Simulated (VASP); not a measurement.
# Au (Pm-3m) in VASP: notebook, part 2 of 3

VASP 6.6.1. Earlier steps stand in the parts before.

**3. Single point, revPBE**

This run uses another cell than the first one, of 21.25 Å³/atom, 1.042 times its volume.

File INCAR:

```
SYSTEM = Au
PREC = Accurate
ENCUT = 520
EDIFF = 1E-6
ISMEAR = -1
SIGMA = 0.1
LREAL = .FALSE.
LASPH = .TRUE.
NELM = 60
ALGO = Normal
ISIF = 2
LWAVE = .FALSE.
LCHARG = .TRUE.
GGA = RE
LELF = .TRUE.
LVHAR = .TRUE.
NBANDS = 12
```

File KPOINTS:

```
Automatic mesh
0
G
  13 13 13
  0 0 0
```

File POSCAR:

```
Au
1.0
    2.7699203002      0.0000000000      0.0000000000
    0.0000000000      2.7699203002      0.0000000000
    0.0000000000      0.0000000000      2.7699203002
Au
1
Direct
    0.0000000000      0.0000000000      0.0000000000
```

Potentials or basis: VASP PAW PBE potentials, release 64 (Au).

Command:

```bash
$ cat potpaw_PBE.64/Au/POTCAR > POTCAR
$ mpirun -np 1 vasp_std > vasp.out
```

OUTCAR:

```text
SYSTEM = Au
   PREC = Accurate
   ENCUT = 520
   EDIFF = 1E-6
   ISMEAR = -1
   LREAL = .FALSE.
   LASPH = .TRUE.
   NELM = 60
   ISIF = 2
   GGA = RE

 ion  position               nearest neighbor table
   1  0.000  0.000  0.000-

  LATTYP: Found a simple cubic cell.
 ALAT       =     2.7699203002

  Lattice vectors:

 A1 = (   2.7699203002,   0.0000000000,   0.0000000000)
 A2 = (   0.0000000000,   2.7699203002,   0.0000000000)
 A3 = (   0.0000000000,   0.0000000000,   2.7699203002)

Analysis of symmetry for initial positions (statically):
=====================================================================
 Subroutine PRICEL returns:
 Original cell was already a primitive cell.

 Routine SETGRP: Setting up the symmetry group for a
 simple cubic supercell.

 Subroutine GETGRP returns: Found 48 space group operations
 (whereof 48 operations were pure point group operations)
 out of a pool of 48 trial point group operations.

The static configuration has the point symmetry O_h .

Analysis of symmetry for dynamics (positions and initial velocities):
=====================================================================
 Subroutine PRICEL returns:
 Original cell was already a primitive cell.

 Routine SETGRP: Setting up the symmetry group for a
 simple cubic supercell.

 Subroutine GETGRP returns: Found 48 space group operations
 (whereof 48 operations were pure point group operations)
 out of a pool of 48 trial point group operations.

The dynamic configuration has the point symmetry O_h .

 Subroutine INISYM returns: Found 48 space group operations
 (whereof 48 operations are pure point group operations),
 and found     1 'primitive' translations

----------------------------------------------------------------------------------------

                                     Primitive cell

  volume of cell :      21.2521

[... 105 lines left out ...]
     AMIX     =   0.40;   BMIX     =  1.00
     AMIX_MAG =   1.60;   BMIX_MAG =  1.00
  volume/ion in A,a.u.               =      21.25       143.42
  Fermi-wavevector in a.u.,A,eV,Ry     =   1.314433  2.483918 23.507250  1.727734
  Thomas-Fermi vector in A             =   2.444686
   LORBIT       =      0    0 simple, 1 ext, 2 COOP (PROOUT), +10 PAW based schemes
   GGA     = RE    functional components
   LHFCALC =     F    Hartree Fock is set to
   AEXX    =    0.0000 exact exchange contribution
   IVDW    =     0    specifies the selected vdW correction
   LEPSILON=     F    determine dielectric tensor
   LRPA    =     F    only Hartree local field effects (RPA)
 non-spin polarized calculation
  energy-cutoff  :      520.00
  volume of cell :       21.25
 maximum number of plane-waves:       587
 NGX is ok and might be reduce to    24
   NGX = 11   NGY = 11   NGZ = 11

 number of electron      10.9999999 magnetization

 Free energy of the ion-electron system (eV)
  ---------------------------------------------------
  ext. energy  EPLUGINS =         0.00000000
  ---------------------------------------------------
  free energy    TOTEN  =        -2.56593966 eV

  energy without entropy =       -2.55643834  energy(sigma->0) =       -2.56118900

 E-fermi :   6.0162     XC(G=0): -11.2044

 val. band max:        5.8769099794   @ k =   0.3846   0.3077   0.0769
 cond. band min:       6.0181236810   @ k =   0.4615   0.0769   0.0769
 fundamental gap:      0.1412137016
 Fermi energy:         6.0161820787

 k-point     1 :       0.0000    0.0000    0.0000
  band No.  band energies     occupation
      1      -1.4694      2.00000
      2       0.6083      2.00000
      3       0.6083      2.00000
      4       4.5932      2.00000
      5       4.5932      2.00000
      6       4.5932      2.00000
      7      19.7944      0.00000
      8      19.7944      0.00000
      9      19.7944      0.00000
     10      24.4891      0.00000
     11      26.8743      0.00000
     12      26.8743      0.00000
[... 331 lines left out ...]
 k-point    24 :       0.3846    0.3077    0.0000
  band No.  band energies     occupation
      1       1.0291      2.00000
      2       1.4270      2.00000
      3       3.5388      2.00000
      4       3.5405      2.00000
      5       3.8227      2.00000
      6       5.7108      1.90991
      7      11.6865      0.00000
      8      15.7283      0.00000
      9      20.7168      0.00000
     10      25.4541      0.00000
     11      27.2649      0.00000
     12      28.2978      0.00000

 [... further k-points ...]
[... 5 lines left out ...]
  --------------------------------------------------------------------------------------
  -------------------------------------------------------------------------------------
  Total       -0.0218162     -0.0218162     -0.0218162      0.0000000      0.0000000     -0.0000000
  in kB       -1.6447079     -1.6447079     -1.6447079      0.0000000      0.0000000     -0.0000000
  external PRESSURE =      -1.6447079 kB  Pullay stress =       0.0000000 kB

 VOLUME and BASIS-vectors are now :
 -----------------------------------------------------------------------------
  energy-cutoff  :      520.00
  volume of cell :       21.25
      direct lattice vectors                 reciprocal lattice vectors
     2.769920300  0.000000000  0.000000000     0.361021218  0.000000000  0.000000000
     0.000000000  2.769920300  0.000000000     0.000000000  0.361021218  0.000000000
     0.000000000  0.000000000  2.769920300     0.000000000  0.000000000  0.361021218

 POSITION                                       TOTAL-FORCE (eV/Angst)
 -----------------------------------------------------------------------------------
      0.00000      0.00000      0.00000         0.000000      0.000000      0.000000
 -----------------------------------------------------------------------------------
    total drift:                                0.000000     -0.000000      0.000000

  FREE ENERGIE OF THE ION-ELECTRON SYSTEM (eV)
  ---------------------------------------------------
  free  energy   TOTEN  =        -2.5659396631 eV

  energy  without entropy=       -2.5564383412  energy(sigma->0) =       -2.56118900
```

It took 7.4 s on 1 thread of Intel Xeon Platinum 8488C (Sapphire Rapids), shared host; peak memory 0.15 GiB.

What came out:

* Free energy: -2.5659 eV
* Pressure: -0.2 GPa

Levels at points of the mesh, in eV from the Fermi level:
| k point | band 2 | band 3 | band 4 | band 5 | band 6 | band 7 | band 8 | band 9 | band 10 | band 11 |
| --- | --- | --- | --- | --- | --- | --- | --- | --- | --- | --- |
| (0.00, 0.00, 0.00) | -5.41 | -5.41 | -1.42 | -1.42 | -1.42 | 13.78 | 13.78 | 13.78 | 18.47 | 20.86 |

Caveat: the PAW data sets were made with another functional, which shifts forces and pressure a little; spin-orbit coupling is left out, which moves the levels of the heavy elements.

**4. Single point, revPBE (volume scaled by 1.04)**

File INCAR:

```
SYSTEM = Au
  ALGO = Normal
  EDIFF = 1E-6
  ENCUT = 520
  GGA = RE
  ISIF = 2
  ISMEAR = -1
  LASPH = .TRUE.
  LCHARG = .TRUE.
  LELF = .TRUE.
  LREAL = .FALSE.
  LVHAR = .TRUE.
  LWAVE = .FALSE.
  NBANDS = 12
  NELM = 100
  PREC = Accurate
  SIGMA = 0.1
```

File KPOINTS:

```
k-points
0
G
  13 13 13
  0 0 0
```

File POSCAR:

```
Au
1.0
    2.8063708000      0.0000000000      0.0000000000
    0.0000000000      2.8063708000      0.0000000000
    0.0000000000      0.0000000000      2.8063708000
Au
1
Direct
    0.0000000000      0.0000000000      0.0000000000
```

Command:

```bash
$ cat potpaw_PBE.64/Au/POTCAR > POTCAR
$ mpirun -np 1 vasp_std > vasp.out
```

It took 7.5 s on 1 thread of Intel Xeon Platinum 8488C (Sapphire Rapids), shared host; peak memory 0.15 GiB.

The run converged. Its results:

| Quantity | Value |
| --- | --- |
| Free energy | -2.5566 eV |
| Pressure | -3.4 GPa |

Levels at points of the mesh, in eV from the Fermi level:
```csv
k point,band 2,band 3,band 4,band 5,band 6,band 7,band 8,band 9,band 10,band 11
"(0.00, 0.00, 0.00)",-5.18,-5.18,-1.45,-1.45,-1.45,13.53,13.53,13.53,18.05,20.39
```

Caveat: the cell differs from its parent crystal (volume scaled by 1.04); the PAW data sets were made with another functional, which shifts forces and pressure a little; spin-orbit coupling is left out, which moves the levels of the heavy elements.

**5. Single point, revPBE (volume scaled by 1.08)**

File INCAR:

```
ALGO = Normal
EDIFF = 1E-6
ENCUT = 520
GGA = RE
ISIF = 2
ISMEAR = -1
LASPH = T
LCHARG = T
LELF = T
LREAL = F
LVHAR = T
LWAVE = F
NBANDS = 12
NELM = 60
PREC = Accurate
SIGMA = 0.1
```

File KPOINTS:

```
k-points
0
Gamma
  13 13 13
```

File POSCAR:

```
Au
1.0
    2.8418982526      0.0000000000      0.0000000000
    0.0000000000      2.8418982526      0.0000000000
    0.0000000000      0.0000000000      2.8418982526
Au
1
Direct
    0.0000000000      0.0000000000      0.0000000000
```

Potentials or basis: VASP PAW PBE potentials, release 64 (Au).

Command:

```bash
$ cat potpaw_PBE.64/Au/POTCAR > POTCAR
$ mpirun -np 1 vasp_std > vasp.out
```

OUTCAR:

```text
EDIFF = 1E-6
   ENCUT = 520
   GGA = RE
   ISIF = 2
   ISMEAR = -1
   LASPH = T
   LREAL = F
   NELM = 60
   PREC = Accurate

 ion  position               nearest neighbor table
   1  0.000  0.000  0.000-

  LATTYP: Found a simple cubic cell.
 ALAT       =     2.8418982526

  Lattice vectors:

 A1 = (   2.8418982526,   0.0000000000,   0.0000000000)
 A2 = (   0.0000000000,   2.8418982526,   0.0000000000)
 A3 = (   0.0000000000,   0.0000000000,   2.8418982526)

Analysis of symmetry for initial positions (statically):
[... 528 lines left out ...]
      4       2.7611      2.00000
      5       2.9819      2.00000
      6       4.8338      1.90369
      7      10.5250      0.00000
      8      14.2801      0.00000
      9      19.2485      0.00000
     10      24.0250      0.00000
     11      25.4021      0.00000
     12      26.7248      0.00000

 [... further k-points ...]
[... 5 lines left out ...]
  --------------------------------------------------------------------------------------
  -------------------------------------------------------------------------------------
  Total       -0.8428009     -0.8428009     -0.8428009     -0.0000000     -0.0000000     -0.0000000
  in kB      -58.8315122    -58.8315122    -58.8315122     -0.0000000     -0.0000000     -0.0000000
  external PRESSURE =     -58.8315122 kB  Pullay stress =       0.0000000 kB

 VOLUME and BASIS-vectors are now :
 -----------------------------------------------------------------------------
  energy-cutoff  :      520.00
  volume of cell :       22.95
      direct lattice vectors                 reciprocal lattice vectors
     2.841898253  0.000000000  0.000000000     0.351877482  0.000000000  0.000000000
     0.000000000  2.841898253  0.000000000     0.000000000  0.351877482  0.000000000
     0.000000000  0.000000000  2.841898253     0.000000000  0.000000000  0.351877482

 POSITION                                       TOTAL-FORCE (eV/Angst)
 -----------------------------------------------------------------------------------
      0.00000      0.00000      0.00000         0.000000      0.000000      0.000000
 -----------------------------------------------------------------------------------
    total drift:                                0.000000     -0.000000      0.000000

  FREE ENERGIE OF THE ION-ELECTRON SYSTEM (eV)
  ---------------------------------------------------
  free  energy   TOTEN  =        -2.5321591799 eV

  energy  without entropy=       -2.5224194552  energy(sigma->0) =       -2.52728932
```

OSZICAR:

```text
N       E                     dE             d eps       ncg     rms          rms(c)
DAV:   1     0.488202201351E+02    0.48820E+02   -0.53403E+03  2112   0.784E+02
DAV:   2    -0.206827029252E+01   -0.50888E+02   -0.47760E+02  2360   0.176E+02
DAV:   3    -0.273882905319E+01   -0.67056E+00   -0.66985E+00  2396   0.194E+01
DAV:   4    -0.274184717234E+01   -0.30181E-02   -0.30180E-02  2316   0.149E+00
DAV:   5    -0.274187945683E+01   -0.32284E-04   -0.32284E-04  2424   0.154E-01    0.486E+00
DAV:   6    -0.253856686099E+01    0.20331E+00   -0.72183E-01  2140   0.634E+00    0.356E+00
DAV:   7    -0.253313814034E+01    0.54287E-02   -0.15528E-02  2400   0.998E-01    0.208E+00
DAV:   8    -0.253214702170E+01    0.99112E-03   -0.13176E-03  2228   0.283E-01    0.952E-02
DAV:   9    -0.253214818913E+01   -0.11674E-05   -0.55608E-05  2260   0.562E-02    0.160E-02
DAV:  10    -0.253215927777E+01   -0.11089E-04   -0.11605E-05  2284   0.304E-02    0.126E-03
DAV:  11    -0.253215917986E+01    0.97916E-07   -0.10583E-07  1400   0.231E-03
   1 F= -.25321592E+01 E0= -.25272893E+01  d E =-.973972E-02
```

Run time: 7.8 s. Hardware: 1 thread of Intel Xeon Platinum 8488C (Sapphire Rapids), shared host; peak memory 0.14 GiB.

Results:

```yaml
Free_energy: -2.5322 eV
Pressure: -5.9 GPa
```

Caveat: the cell differs from its parent crystal (volume scaled by 1.08); the PAW data sets were made with another functional, which shifts forces and pressure a little; spin-orbit coupling is left out, which moves the levels of the heavy elements.

**6. Single point, revPBE (volume scaled by 1.12)**

File INCAR:

```
PREC = Accurate
ENCUT = 520
EDIFF = 1E-6
ISMEAR = -1
SIGMA = 0.1
LREAL = False
LASPH = True
NELM = 100
ALGO = Normal
ISIF = 2
LWAVE = False
LCHARG = False
GGA = RE
NBANDS = 12
```

File KPOINTS:

```
regular mesh
0
Gamma
  13 13 13
```

File POSCAR:

```
Au
1.0
    2.8765589643      0.0000000000      0.0000000000
    0.0000000000      2.8765589643      0.0000000000
    0.0000000000      0.0000000000      2.8765589643
Au
1
Direct
    0.0000000000      0.0000000000      0.0000000000
```

Potentials or basis: VASP PAW PBE potentials, release 64 (Au).

Command:

```bash
$ cat potpaw_PBE.64/Au/POTCAR > POTCAR
$ mpirun -np 1 vasp_std > vasp.out
```

Wall time 7.7 s (1 thread of Intel Xeon Platinum 8488C (Sapphire Rapids), shared host); peak memory 0.15 GiB.

The run converged. Its results:

- Free energy: -2.4964 eV
- Pressure: -7.7 GPa

Levels at points of the mesh, in eV from the Fermi level:
```tsv
k point	band 2	band 3	band 4	band 5	band 6	band 7	band 8	band 9	band 10	band 11
(0.00, 0.00, 0.00)	-4.80	-4.80	-1.51	-1.51	-1.51	13.07	13.07	13.07	17.25	19.51
```

Caveat: the cell differs from its parent crystal (volume scaled by 1.12); the PAW data sets were made with another functional, which shifts forces and pressure a little; spin-orbit coupling is left out, which moves the levels of the heavy elements.

[end of part 2 of 3]
